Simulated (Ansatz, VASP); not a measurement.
# Cr in VASP and in Ansatz

```xyz
2
Lattice="-1.7318 1.7318 1.1947 1.7318 -1.7318 1.1947 2.8450 2.8450 -1.1947" Properties=species:S:1:pos:R:3 pbc="T T T"
Cr    1.1132    4.5768    0.0000
Cr    0.5566    2.2884    0.5973
```

Alike in both runs: task single point; functional PBE; k mesh 17 × 17 × 9; occupations fermi-dirac, width 0.1 eV; no spin polarisation.

|  | VASP | Ansatz |
| --- | --- | --- |
| version | VASP 6.6.1 | Ansatz 0.2.0 |
| potentials or method | VASP PAW PBE potentials, release 64 (Cr_pv), cutoff 520 eV | plane waves (420 eV) with PAW, scalar-relativistic |
| valence electrons in the cell | 24 | 28 |

|  | VASP | Ansatz | Ansatz less VASP |
| --- | --- | --- | --- |
| pressure (GPa) | -0.5 | 0.0 | +0.48 |
| traceless stress, the component that is largest in VASP (GPa) | 0.07 | 0.15 | +0.077 |

With one functional, cell and mesh, what is left measures potentials, basis and numerics. VASP's potentials hold 24 valence electrons a cell and Ansatz's 28, so a difference there can come from the potentials and not from the codes. Ansatz's warnings: near symmetry operations not taken.
